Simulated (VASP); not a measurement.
# LiBeTe (P4/nmm) in VASP: single point with PBE

Aim: the single point of LiBeTe with PBE.

Everything below comes from runs of VASP 6.6.1. Logs are shortened: lines on timing, memory, paths and dates and some standing lists are left out, and cuts for length are marked.

**1. The cell of the first run**

Symmetry: P4/nmm, No. 129, tetragonal system. Conventional cell: a = 4.146 Å, b = 4.146 Å, c = 6.877 Å, α = 90.00°, β = 90.00°, γ = 90.00°. Within 3.4 Å of Te (site symmetry 4mm) lie 4 Be at 2.57 Å and 5 Li at 2.92 to 3.07 Å. Li (site symmetry 4mm) has 6 Te at 2.92 to 3.95 Å and 4 Be at 3.19 Å and 8 Li at 3.56 to 4.15 Å within 4.2 Å. Within 3.4 Å of Be (site symmetry -4m2) lie 4 Te at 2.57 Å and 4 Be at 2.93 Å and 4 Li at 3.19 Å.

**2. Single point, PBE**

File POSCAR:

```
LiBeTe
1.0
    4.1456340000      0.0000000000      0.0000000000
    0.0000000000      4.1456340000      0.0000000000
    0.0000000000      0.0000000000      6.8769530000
Te Li Be
2 2 2
Direct
    0.0000000000      0.5000000000      0.7783000000
    0.5000000000      0.0000000000      0.2217000000
    0.0000000000      0.5000000000      0.3530000000
    0.5000000000      0.0000000000      0.6470000000
    0.0000000000      0.0000000000      0.0000000000
    0.5000000000      0.5000000000      0.0000000000
```

File INCAR.step1:

```
SYSTEM = LiBeTe
ALGO = Normal
EDIFF = 1E-6
ENCUT = 650
GGA = PE
GGA_COMPAT = .FALSE.
ISIF = 2
ISMEAR = -1
LASPH = .TRUE.
LCHARG = .TRUE.
LORBIT = 11
LREAL = .FALSE.
LWAVE = .FALSE.
NBANDS = 20
NEDOS = 2001
NELM = 120
PREC = Accurate
SIGMA = 0.1
```

File KPOINTS.step1:

```
k-points
0
G
  8 8 5
  0 0 0
```

File INCAR.step2:

```
SYSTEM = LiBeTe
ALGO = Normal
EDIFF = 1E-6
ENCUT = 650
GGA = PE
GGA_COMPAT = .FALSE.
ICHARG = 11
ISIF = 2
ISMEAR = -5
LASPH = .TRUE.
LCHARG = .FALSE.
LORBIT = 11
LREAL = .FALSE.
LWAVE = .FALSE.
NEDOS = 1001
NELM = 120
PREC = Accurate
SIGMA = 0.1
```

File KPOINTS.step2:

```
k-points
0
G
  12 12 8
  0 0 0
```

Potentials or basis: VASP PAW PBE potentials, release 64 (Te, Li_sv, Be).

Launch:

```console
$ cat potpaw_PBE.64/Te/POTCAR potpaw_PBE.64/Li_sv/POTCAR potpaw_PBE.64/Be/POTCAR > POTCAR
$ cp INCAR.step1 INCAR
$ cp KPOINTS.step1 KPOINTS
$ mpirun -np 1 vasp_std > vasp.out
$ cp INCAR.step2 INCAR
$ cp KPOINTS.step2 KPOINTS
$ mpirun -np 1 vasp_std > vasp.out
```

OUTCAR:

```text
SYSTEM = LiBeTe
   EDIFF = 1E-6
   ENCUT = 650
   GGA = PE
   ICHARG = 11
   ISIF = 2
   ISMEAR = -5
   LASPH = .TRUE.
   LORBIT = 11
   LREAL = .FALSE.
   NELM = 120
   PREC = Accurate

 ion  position               nearest neighbor table
   1  0.000  0.500  0.778-   5 2.57   6 2.57   5 2.57   6 2.57   3 2.92   4 3.07   4 3.07   4 3.07
                             4 3.07
   2  0.500  0.000  0.222-   5 2.57   6 2.57   6 2.57   5 2.57   4 2.92   3 3.07   3 3.07   3 3.07
                             3 3.07
   3  0.000  0.500  0.353-   1 2.92   2 3.07   2 3.07   2 3.07   2 3.07
   4  0.500  0.000  0.647-   2 2.92   1 3.07   1 3.07   1 3.07   1 3.07
   5  0.000  0.000  0.000-   1 2.57   2 2.57   1 2.57   2 2.57
   6  0.500  0.500  0.000-   1 2.57   2 2.57   2 2.57   1 2.57

  LATTYP: Found a simple tetragonal cell.
 ALAT       =     4.1456340000
 C/A-ratio  =     1.6588422905

  Lattice vectors:

 A1 = (   4.1456340000,   0.0000000000,   0.0000000000)
 A2 = (   0.0000000000,   4.1456340000,   0.0000000000)
 A3 = (   0.0000000000,   0.0000000000,   6.8769530000)

Analysis of symmetry for initial positions (statically):
=====================================================================
 Subroutine PRICEL returns:
 Original cell was already a primitive cell.

 Routine SETGRP: Setting up the symmetry group for a
 simple tetragonal supercell.

 Subroutine GETGRP returns: Found 16 space group operations
 (whereof  8 operations were pure point group operations)
 out of a pool of 16 trial point group operations.

The static configuration has the point symmetry D_2d.
 The point group associated with its full space group is D_4h.

Analysis of symmetry for dynamics (positions and initial velocities):
=====================================================================
 Subroutine PRICEL returns:
 Original cell was already a primitive cell.

 Routine SETGRP: Setting up the symmetry group for a
 simple tetragonal supercell.

 Subroutine GETGRP returns: Found 16 space group operations
 (whereof  8 operations were pure point group operations)
 out of a pool of 16 trial point group operations.

The dynamic configuration has the point symmetry D_2d.
 The point group associated with its full space group is D_4h.

 Subroutine INISYM returns: Found 16 space group operations
 (whereof  8 operations are pure point group operations),
 and found     1 'primitive' translations

----------------------------------------------------------------------------------------

                                     Primitive cell

  volume of cell :     118.1892

  direct lattice vectors                    reciprocal lattice vectors
     4.145634000  0.000000000  0.000000000     0.241217628  0.000000000  0.000000000
     0.000000000  4.145634000  0.000000000     0.000000000  0.241217628  0.000000000
     0.000000000  0.000000000  6.876953000     0.000000000  0.000000000  0.145413238

  length of vectors
     4.145634000  4.145634000  6.876953000     0.241217628  0.241217628  0.145413238

  position of ions in fractional coordinates (direct lattice)
     0.000000000  0.500000000  0.778300000
     0.500000000  0.000000000  0.221700000
     0.000000000  0.500000000  0.353000000
     0.500000000  0.000000000  0.647000000
     0.000000000  0.000000000  0.000000000
     0.500000000  0.500000000  0.000000000

  ion indices of the primitive-cell ions
   primitive index   ion index
                 1           1
                 2           2
                 3           3
                 4           4
                 5           5
                 6           6

----------------------------------------------------------------------------------------

 KPOINTS: k-points

Automatic generation of k-mesh.
 Grid dimensions read from file:
 generate k-points for:   12   12    8

 Generating k-lattice:

  Cartesian coordinates                     Fractional coordinates (reciprocal lattice)
     0.020101469  0.000000000  0.000000000     0.083333333  0.000000000  0.000000000
     0.000000000  0.020101469  0.000000000     0.000000000  0.083333333  0.000000000
     0.000000000  0.000000000  0.018176655     0.000000000  0.000000000  0.125000000

  Length of vectors
     0.020101469  0.020101469  0.018176655

  Shift w.r.t. Gamma in fractional coordinates (k-lattice)
     0.000000000  0.000000000  0.000000000

 TETIRR: Found   1728 inequivalent tetrahedra from     6912

 Subroutine IBZKPT returns following result:
 ===========================================

 Found    140 irreducible k-points:

 Following reciprocal coordinates:
            Coordinates               Weight
  0.000000  0.000000  0.000000      1.000000
  0.083333  0.000000  0.000000      4.000000
  0.166667  0.000000  0.000000      4.000000
  0.250000  0.000000  0.000000      4.000000
  0.333333  0.000000  0.000000      4.000000
  0.416667  0.000000  0.000000      4.000000
[... 16 lines left out ...]
  0.333333  0.333333  0.000000      4.000000
  0.416667  0.333333  0.000000      8.000000
 [... further k-points ...]
   k-points           NKPTS =    140   k-points in BZ     NKDIM =    140   number of bands    NBANDS=     15
   number of dos      NEDOS =   1001   number of ions     NIONS =      6
   total plane-waves  NPLWV =  77760
   dimension x,y,z NGX =    36 NGY =   36 NGZ =   60
   dimension x,y,z NGXF=    72 NGYF=   72 NGZF=  120
   ions per type =               2   2   2
   NGX,Y,Z   is equivalent  to a cutoff of  14.44, 14.44, 14.50 a.u.
   NGXF,Y,Z  is equivalent  to a cutoff of  28.87, 28.87, 29.01 a.u.
 SYSTEM =  LiBeTe
   PREC   = accura    normal or accurate (medium, high low for compatibility)
   ISTART =      0    job   : 0-new  1-cont  2-samecut
   ICHARG =     11    charge: 1-file 2-atom 10-const
   ISPIN  =      1    spin polarized calculation?
   LNONCOLLINEAR =      F non collinear calculations
   LSORBIT =      F    spin-orbit coupling
   LASPH  =      T    aspherical Exc in radial PAW
   ENCUT  =  650.0 eV  47.77 Ry    6.91 a.u.   8.62  8.62 14.30*2*pi/ulx,y,z
   NELM   =    120;   NELMIN=  2; NELMDL=  0     # of ELM steps
   EDIFF  = 0.1E-05   stopping-criterion for ELM
   LREAL  =      F    real-space projection
   EDIFFG = 0.1E-04   stopping-criterion for IOM
   NSW    =      0    number of steps for IOM
   IBRION =     -1    ionic relax: 0-MD 1-quasi-New 2-CG
   NFREE  =      0    steps in history (QN), initial steepest desc. (CG)
   ISIF   =      2    stress and relaxation
   ISYM   =      2    0-nonsym 1-usesym 2-fastsym
   POTIM  = 0.5000    time-step for ionic-motion
   TEBEG  =    0.0;   TEEND  =   0.0 temperature during run
   PSTRESS=    0.0 pullay stress
   NELECT =      22.0000    total number of electrons
   NUPDOWN=      -1.0000    fix difference up-down
   EMIN   =  10.00;   EMAX   =-10.00  energy-range for DOS
   EFERMI =   0.00;   METHOD = LEGACY
   ISMEAR =    -5;   SIGMA  =   0.10  broadening in eV -4-tet -1-fermi 0-gaus
   EFERMI_NEDOS =   21; number of points for ismear=-14 and -15
   IALGO  =     38    algorithm
   IMIX   =      4    mixing-type and parameters
     AMIX     =   0.40;   BMIX     =  1.00
     AMIX_MAG =   1.60;   BMIX_MAG =  1.00
  volume/ion in A,a.u.               =      19.70       132.93
  Fermi-wavevector in a.u.,A,eV,Ry     =   0.934738  1.766398 11.887879  0.873734
  Thomas-Fermi vector in A             =   2.061573
   LORBIT       =     11    0 simple, 1 ext, 2 COOP (PROOUT), +10 PAW based schemes
   GGA     = PE    functional components
   LHFCALC =     F    Hartree Fock is set to
   AEXX    =    0.0000 exact exchange contribution
   IVDW    =     0    specifies the selected vdW correction
   LEPSILON=     F    determine dielectric tensor
   LRPA    =     F    only Hartree local field effects (RPA)
 non-spin polarized calculation
 Fermi weights with tetrahedron method with Bloechl corrections
  energy-cutoff  :      650.00
  volume of cell :      118.19
 maximum number of plane-waves:      4492
 NGX is ok and might be reduce to    36

 number of electron      22.0000007 magnetization

 Free energy of the ion-electron system (eV)
  ---------------------------------------------------
  ext. energy  EPLUGINS =         0.00000000
  ---------------------------------------------------
  free energy    TOTEN  =       -17.54434266 eV

  energy without entropy =      -17.54434266  energy(sigma->0) =      -17.54434266

 E-fermi :   6.2750     XC(G=0):  -8.8950

 val. band max:        6.2937745727   @ k =   0.5000   0.5000   0.3750
 cond. band min:       6.1832264395   @ k =   0.3333   0.0000   0.3750
 fundamental gap:     -0.1105481331
 Fermi energy:         6.2750480787

 k-point     1 :       0.0000    0.0000    0.0000
  band No.  band energies     occupation
      1     -41.7436      2.00000
      2     -41.7417      2.00000
      3      -7.7423      2.00000
      4      -6.6720      2.00000
      5      -0.6497      2.00000
      6       1.3269      2.00000
      7       1.3269      2.00000
      8       3.0475      2.00000
      9       3.4244      2.00000
     10       3.4244      2.00000
     11       5.4410      2.00000
     12       5.5275      2.00000
     13       6.0894      1.62072
     14       7.0185      0.00000
     15       7.7854      0.00000
[... 397 lines left out ...]
 k-point    24 :       0.4167    0.3333    0.0000
  band No.  band energies     occupation
      1     -41.7425      2.00000
      2     -41.7423      2.00000
      3      -6.6387      2.00000
      4      -6.4370      2.00000
      5      -0.6238      2.00000
      6      -0.4807      2.00000
      7       0.5182      2.00000
      8       0.9512      2.00000
      9       1.2316      2.00000
     10       1.7843      2.00000
     11       5.5957      2.00000
     12       5.8281      2.03594
     13       6.5177     -0.01372
     14       7.0654     -0.02758
     15      10.3700      0.00000

 [... further k-points ...]

------------------------ aborting loop because EDIFF is reached ----------------------------------------

  FORCE on cell =-STRESS in cart. coord.  units (eV):
  Direction    XX          YY          ZZ          XY          YZ          ZX
  --------------------------------------------------------------------------------------
  -------------------------------------------------------------------------------------
  Total       -0.7603883     -0.7603883     -0.4084946      0.0000000      0.0000000      0.0000000
  in kB      -10.3078481    -10.3078481     -5.5375664      0.0000000      0.0000000      0.0000000
  external PRESSURE =      -8.7177542 kB  Pullay stress =       0.0000000 kB

 VOLUME and BASIS-vectors are now :
 -----------------------------------------------------------------------------
  energy-cutoff  :      650.00
  volume of cell :      118.19
      direct lattice vectors                 reciprocal lattice vectors
     4.145634000  0.000000000  0.000000000     0.241217628  0.000000000  0.000000000
     0.000000000  4.145634000  0.000000000     0.000000000  0.241217628  0.000000000
     0.000000000  0.000000000  6.876953000     0.000000000  0.000000000  0.145413238

 POSITION                                       TOTAL-FORCE (eV/Angst)
 -----------------------------------------------------------------------------------
      0.00000      2.07282      5.35233        -0.000000      0.000000     -0.037780
      2.07282      0.00000      1.52462         0.000000     -0.000000      0.037780
      0.00000      2.07282      2.42756         0.000000      0.000000     -0.035383
      2.07282      0.00000      4.44939         0.000000      0.000000      0.035383
      0.00000      0.00000      0.00000         0.000000      0.000000      0.000000
      2.07282      2.07282      0.00000         0.000000     -0.000000      0.000000
 -----------------------------------------------------------------------------------
    total drift:                                0.000000      0.000000     -0.000000

  FREE ENERGIE OF THE ION-ELECTRON SYSTEM (eV)
  ---------------------------------------------------
  free  energy   TOTEN  =       -17.5443426606 eV

  energy  without entropy=      -17.5443426606  energy(sigma->0) =      -17.54434266

 total charge

# of ion       s       p       d       tot
------------------------------------------
    1        1.368   1.990   0.066   3.424
    2        1.368   1.990   0.066   3.424
    3        2.015   0.040   0.000   2.055
    4        2.015   0.040   0.000   2.055
    5        0.387   0.452   0.000   0.840
    6        0.387   0.452   0.000   0.840
--------------------------------------------------
tot          7.540   4.964   0.133  12.637
```

It took 4.4 min on 1 thread of Intel Xeon Platinum 8259CL at 2.50GHz (Skylake/Cascade Lake), shared host; peak memory 0.52 GiB.

Results:

- Valence electrons inside the program's atomic spheres: Te 3.42; Li 2.06; Be 0.84

Caveat: spin-orbit coupling is left out, which moves the levels of the heavy elements.
